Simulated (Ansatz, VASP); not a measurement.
# Two plane-wave programs on Sr2CuSi3

File INCAR:

```
SYSTEM = Sr2CuSi3
  PREC = Accurate
  ENCUT = 520
  EDIFF = 1E-6
  ISMEAR = 0
  SIGMA = 0.0182
  LREAL = .False.
  LASPH = .True.
  NELM = 60
  ALGO = Normal
  ISIF = 2
  LWAVE = .False.
  LCHARG = .False.
  GGA = PE
  NBANDS = 30
```

Contents of KPOINTS:

```
regular mesh
0
Gamma
  7 7 7
  0 0 0
```

The input POSCAR:

```
Sr2CuSi3
1.0
    0.0000000000      0.0000000000      3.7870060000
    0.0000000000     -4.2331400000      0.0000000000
    6.8732440000      2.1165700000     -1.8935030000
Si Sr Cu
3 2 1
Direct
    0.0000000000      0.0000000000      0.0000000000
    0.1547000000      0.6547000000      0.3094000000
    0.8453000000      0.3453000000      0.6906000000
    0.3521000000      0.8521000000      0.7042000000
    0.6479000000      0.1479000000      0.2958000000
    0.0000000000      0.5000000000      0.0000000000
```

Input for Ansatz:

```yaml
crystal:
  lattice:
    - [0.0, 0.0, 3.787006]
    - [0.0, -4.23314, 0.0]
    - [6.873244, 2.11657, -1.893503]
  atoms:
    - { symbol: Si, position: [0.0, 0.0, 0.0] }
    - { symbol: Sr, position: [0.3521, 0.8521, 0.7042] }
    - { symbol: Sr, position: [0.6479, 0.1479, 0.2958] }
    - { symbol: Cu, position: [0.0, 0.5, 0.0] }
    - { symbol: Si, position: [0.1547, 0.6547, 0.3094] }
    - { symbol: Si, position: [0.8453, 0.3453, 0.6906] }
  symmetry: { tolerance: 0.0003 }
kpoints:
  mp_grid: { grid: [7, 7, 7], shift: [0, 0, 0] }
  band_path:
    path:
      - [0.0, 0.0, 0.0]
      - [0.0, 0.0, 0.5]
      - [0.46205291, 0.0, 0.26897354]
      - [0.53794709, 0.0, -0.26897354]
      - [0.0, 0.0, 0.0]
      - [0.0, 0.54741456, -0.27370728]
      - [0.0, 0.45258544, 0.27370728]
      - [0.0, 0.0, 0.5]
      - [0.0, 0.0, 0.0]
      - [0.5, 0.0, 0.0]
      - [0.5, 0.5, -0.25]
    npoints: 6
magnetization:
  spin_polarized: false
scf:
  occupations: { method: gaussian, width: 0.0182 }
  lower_state_search: "off"
  max_iter: 200
hamiltonian:
  pseudopotentials: { kind: paw }
  xc: pbe
basis:
  ecutwfc: 420
  fft_grid_basis: typed
output:
  forces: true
  stress: true
  eigenvalues: true
  bader: true
  populations: true
  elf: true
  write_potential: true
  volumetric_format: npy
  dos:
    e_range: [-12, 8]
    de: 0.05
    projected: { site_lists: { Cu: [Cu], Si: [Si], Sr: [Sr] } }
checkpoint:
  read: saved_state
```

Alike in both runs: task single point; functional PBE; k mesh 7 × 7 × 7; occupations gaussian, width 0.0182 eV; no spin polarisation.

|  | VASP | Ansatz |
| --- | --- | --- |
| version | VASP 6.6.1 | Ansatz 0.2.0 |
| potentials or method | VASP PAW PBE potentials, release 64 (Si, Sr_sv, Cu), cutoff 520 eV | PAW plane waves |
| valence electrons in the cell | 43 | 51 |

Ansatz gave:

| Quantity | Value |
| --- | --- |
| rms of the force components (eV/Å) | 0.146 |

Task: Estimate VASP's values.

Result: rms of the force components (eV/Å): 0.144.

VASP's potentials hold 43 valence electrons a cell and Ansatz's 51, so a difference there can come from the potentials and not from the codes.
